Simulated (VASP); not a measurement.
# HfN (I4/mmm) in VASP: notebook

HfN is run at these levels: PBE; tasks: single point.

Program: VASP 6.6.1. These are calculated values, not measurements. Logs are shortened: lines on timing, memory, paths and dates and some standing lists are left out, and cuts for length are marked.

### Step 1. The cell of the first run

The structure is tetragonal, space group I4/mmm (No. 139). The conventional cell has a = 3.322 Å, b = 3.322 Å, c = 4.518 Å, α = 90.00°, β = 90.00°, γ = 90.00°. Within 3.0 Å of Hf (site symmetry 4/mmm) lie 6 N at 2.26 to 2.35 Å. N (site symmetry 4/mmm) has 6 Hf at 2.26 to 2.35 Å within 3.0 Å.

### Step 2. Single point, PBE (strain +0.040 along x and y, +0.000 along z)

INCAR reads:

```
PREC = Accurate
ENCUT = 520
EDIFF = 1E-6
ISMEAR = 0
SIGMA = 0.15
LREAL = False
LASPH = True
NELM = 60
ALGO = Normal
ISIF = 2
LWAVE = False
LCHARG = True
GGA = PE
LELF = True
LVHAR = True
NBANDS = 14
```

KPOINTS reads:

```
regular mesh
0
Gamma
  18 18 18
```

POSCAR reads:

```
HfN
1.0
    0.0000000000      2.3493600000      2.2590000000
    2.3493600000      0.0000000000      2.2590000000
    2.3493600000      2.3493600000      0.0000000000
Hf N
1 1
Direct
    0.0000000000      0.0000000000      0.0000000000
    0.5000000000      0.5000000000      0.5000000000
```

Potentials or basis: VASP PAW PBE potentials, release 64 (Hf_pv, N).

Command:

```sh
> cat potpaw_PBE.64/Hf_pv/POTCAR potpaw_PBE.64/N/POTCAR > POTCAR
> mpirun -np 1 vasp_std > vasp.out
```

OUTCAR:

```text
PREC = Accurate
   ENCUT = 520
   EDIFF = 1E-6
   ISMEAR = 0
   LREAL = False
   LASPH = True
   NELM = 60
   ISIF = 2
   GGA = PE

 ion  position               nearest neighbor table
   1  0.000  0.000  0.000-   2 2.26   2 2.26   2 2.35   2 2.35   2 2.35   2 2.35
   2  0.500  0.500  0.500-   1 2.26   1 2.26   1 2.35   1 2.35   1 2.35   1 2.35

  LATTYP: Found a body centered tetragonal cell.
 ALAT       =     3.3224967749
 C/A-ratio  =     1.3598207331

  Lattice vectors:

 A1 = (   0.0000000000,  -2.3493600000,  -2.2590000000)
 A2 = (   0.0000000000,   2.3493600000,  -2.2590000000)
 A3 = (   2.3493600000,   0.0000000000,   2.2590000000)

Analysis of symmetry for initial positions (statically):
=====================================================================
 Subroutine PRICEL returns:
 Original cell was already a primitive cell.

 Routine SETGRP: Setting up the symmetry group for a
 body centered tetragonal supercell.

 Subroutine GETGRP returns: Found 16 space group operations
 (whereof 16 operations were pure point group operations)
 out of a pool of 16 trial point group operations.

The static configuration has the point symmetry D_4h.

Analysis of symmetry for dynamics (positions and initial velocities):
=====================================================================
 Subroutine PRICEL returns:
 Original cell was already a primitive cell.

 Routine SETGRP: Setting up the symmetry group for a
 body centered tetragonal supercell.

 Subroutine GETGRP returns: Found 16 space group operations
 (whereof 16 operations were pure point group operations)
 out of a pool of 16 trial point group operations.

The dynamic configuration has the point symmetry D_4h.

 Subroutine INISYM returns: Found 16 space group operations
 (whereof 16 operations are pure point group operations),
 and found     1 'primitive' translations

----------------------------------------------------------------------------------------

                                     Primitive cell

  volume of cell :      24.9371

  direct lattice vectors                    reciprocal lattice vectors
     0.000000000  2.349360000  2.259000000    -0.212823918  0.212823918  0.221336875
     2.349360000  0.000000000  2.259000000     0.212823918 -0.212823918  0.221336875
     2.349360000  2.349360000  0.000000000     0.212823918  0.212823918 -0.221336875

  length of vectors
     3.259228959  3.259228959  3.322496775     0.373601462  0.373601462  0.373601462

[... 90 lines left out ...]
   PSTRESS=    0.0 pullay stress
   NELECT =      15.0000    total number of electrons
   NUPDOWN=      -1.0000    fix difference up-down
   EMIN   =  10.00;   EMAX   =-10.00  energy-range for DOS
   EFERMI =   0.00;   METHOD = LEGACY
   ISMEAR =     0;   SIGMA  =   0.15  broadening in eV -4-tet -1-fermi 0-gaus
   EFERMI_NEDOS =   21; number of points for ismear=-14 and -15
   IALGO  =     38    algorithm
   IMIX   =      4    mixing-type and parameters
     AMIX     =   0.40;   BMIX     =  1.00
     AMIX_MAG =   1.60;   BMIX_MAG =  1.00
  volume/ion in A,a.u.               =      12.47        84.14
  Fermi-wavevector in a.u.,A,eV,Ry     =   1.381943  2.611494 25.983950  1.909766
  Thomas-Fermi vector in A             =   2.506680
   LORBIT       =      0    0 simple, 1 ext, 2 COOP (PROOUT), +10 PAW based schemes
   GGA     = PE    functional components
   LHFCALC =     F    Hartree Fock is set to
   AEXX    =    0.0000 exact exchange contribution
   IVDW    =     0    specifies the selected vdW correction
   LEPSILON=     F    determine dielectric tensor
   LRPA    =     F    only Hartree local field effects (RPA)
 non-spin polarized calculation
 Gauss-broadening in eV      SIGMA  =   0.15
  energy-cutoff  :      520.00
  volume of cell :       24.94
 maximum number of plane-waves:       684
   NGX = 13   NGY = 13   NGZ = 13

 number of electron      14.9999999 magnetization

 Free energy of the ion-electron system (eV)
  ---------------------------------------------------
  ext. energy  EPLUGINS =         0.00000000
  ---------------------------------------------------
  free energy    TOTEN  =       -21.64928582 eV

  energy without entropy =      -21.64220552  energy(sigma->0) =      -21.64574567

 E-fermi :   7.6930     XC(G=0): -12.3224

 val. band max:        7.6876560931   @ k =  -0.2222   0.3333   0.1667
 cond. band min:       7.7029977583   @ k =  -0.1111   0.1111   0.0000
 fundamental gap:      0.0153416652
 Fermi energy:         7.6930309917

 k-point     1 :       0.0000    0.0000    0.0000
  band No.  band energies     occupation
      1     -23.7707      2.00000
      2     -23.7707      2.00000
      3     -23.7208      2.00000
      4      -9.3516      2.00000
      5       4.7211      2.00000
      6       4.7211      2.00000
      7       4.8715      2.00000
      8       7.2672      1.99994
      9       7.2672      1.99994
     10       7.6598      1.24573
     11       8.4458      0.00000
     12       9.2116      0.00000
     13      10.1153      0.00000
     14      17.0908      0.00000
[... 377 lines left out ...]
      1     -24.0994      2.00000
      2     -23.8043      2.00000
      3     -23.7817      2.00000
      4      -8.3762      2.00000
      5       1.5902      2.00000
      6       2.8763      2.00000
      7       3.3084      2.00000
      8       7.9917      0.00486
      9       8.5016      0.00000
     10       9.3854      0.00000
     11      11.5767      0.00000
     12      12.1869      0.00000
     13      12.4865      0.00000
     14      19.5642      0.00000

 [... further k-points ...]

------------------------ aborting loop because EDIFF is reached ----------------------------------------

  FORCE on cell =-STRESS in cart. coord.  units (eV):
  Direction    XX          YY          ZZ          XY          YZ          ZX
  --------------------------------------------------------------------------------------
  -------------------------------------------------------------------------------------
  Total       -3.0407534     -3.0407534     -0.8909037      0.0000000     -0.0000000     -0.0000000
  in kB     -195.3648424   -195.3648424    -57.2395207      0.0000000     -0.0000000     -0.0000000
  external PRESSURE =    -149.3230685 kB  Pullay stress =       0.0000000 kB

 VOLUME and BASIS-vectors are now :
 -----------------------------------------------------------------------------
  energy-cutoff  :      520.00
  volume of cell :       24.94
      direct lattice vectors                 reciprocal lattice vectors
     0.000000000  2.349360000  2.259000000    -0.212823918  0.212823918  0.221336875
     2.349360000  0.000000000  2.259000000     0.212823918 -0.212823918  0.221336875
     2.349360000  2.349360000  0.000000000     0.212823918  0.212823918 -0.221336875

 POSITION                                       TOTAL-FORCE (eV/Angst)
 -----------------------------------------------------------------------------------
      0.00000      0.00000      0.00000        -0.000000      0.000000      0.000000
      2.34936      2.34936      2.25900         0.000000      0.000000      0.000000
 -----------------------------------------------------------------------------------
    total drift:                                0.000000     -0.000000     -0.000000

  FREE ENERGIE OF THE ION-ELECTRON SYSTEM (eV)
  ---------------------------------------------------
  free  energy   TOTEN  =       -21.6492858241 eV

  energy  without entropy=      -21.6422055186  energy(sigma->0) =      -21.64574567
```

Run time: 63 s. Hardware: 1 thread of Intel Xeon Platinum 8488C (Sapphire Rapids), shared host; peak memory 0.29 GiB.

What came out:

```yaml
Free_energy: -21.6493 eV
Pressure: -14.9 GPa
Band_gap_on_the_k_mesh: zero (an odd number of electrons rules out a gap without spin polarisation)
```

Stress tensor (GPa, compression positive):
```
-19.54   0.00   0.00
  0.00 -19.54   0.00
  0.00   0.00  -5.72
```

Levels at points of the mesh, in eV from the Fermi level:
```tsv
k point	band 5	band 6	band 7	band 8	band 9	band 10	band 11	band 12
(0.00, 0.00, 0.00)	-2.97	-2.97	-2.82	-0.43	-0.43	-0.03	0.75	1.52
(0.50, 0.00, 0.00)	-8.43	-5.81	-5.80	2.90	3.26	3.47	4.02	7.51
(0.50, 0.50, 0.00)	-5.13	-3.74	-3.74	-3.53	3.71	4.69	4.94	4.94
(0.50, 0.00, 0.50)	-5.50	-3.63	-3.50	-3.42	3.49	4.69	4.94	5.16
```

Caveat: the cell differs from its parent crystal (strain +0.040 along x and y, +0.000 along z); the stress differs along the axes, from -20 to -6 GPa; spin-orbit coupling is left out, which moves the levels of the heavy elements; an odd number of electrons without spin polarisation forces a metal; a magnetic or distorted state may lie lower.

(Part 1 of 2 ends here.)

The gap in the log of VASP goes by the Fermi energy; the results here count the filled bands.